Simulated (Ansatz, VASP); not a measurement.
**Two plane-wave programs on Ca2F**

```
Ca F
1.0
     3.39167    0.00000    0.00000
    -1.69583    2.93727    0.00000
     0.00000    0.00000   17.00000
Ca F
2 1
Direct
  0.00000 0.00000 0.58809
  0.00000 0.00000 0.41191
  0.00000 0.00000 0.50000
```

Alike in both runs: task single point; functional PBE; k mesh 6 × 6 × 1; occupations gaussian, width 0.1 eV; collinear spin.

|  | VASP | Ansatz |
| --- | --- | --- |
| version | VASP 6.6.1 | Ansatz 0.2.0 |
| potentials or method | VASP PAW PBE potentials, release 64 (Ca_sv, F), cutoff 520 eV | scalar-relativistic, plane waves, PAW |
| valence electrons in the cell | 27 | 27 |

```csv
,VASP,Ansatz,Ansatz less VASP
gap on the k mesh at the Fermi level (eV),none,none,-
rms of the force components (eV/Å),13.160,11.982,-1.1777
net moment per atom (μB),0.00,0.00,0.000
```

Atom by atom the forces differ by 1.178 eV/Å (rms over components). A gap of «none» marks a metal or a gap that the smearing closes. Ansatz's warnings: filled band counts differ across k points, seeded moment not kept, slab cell height set.
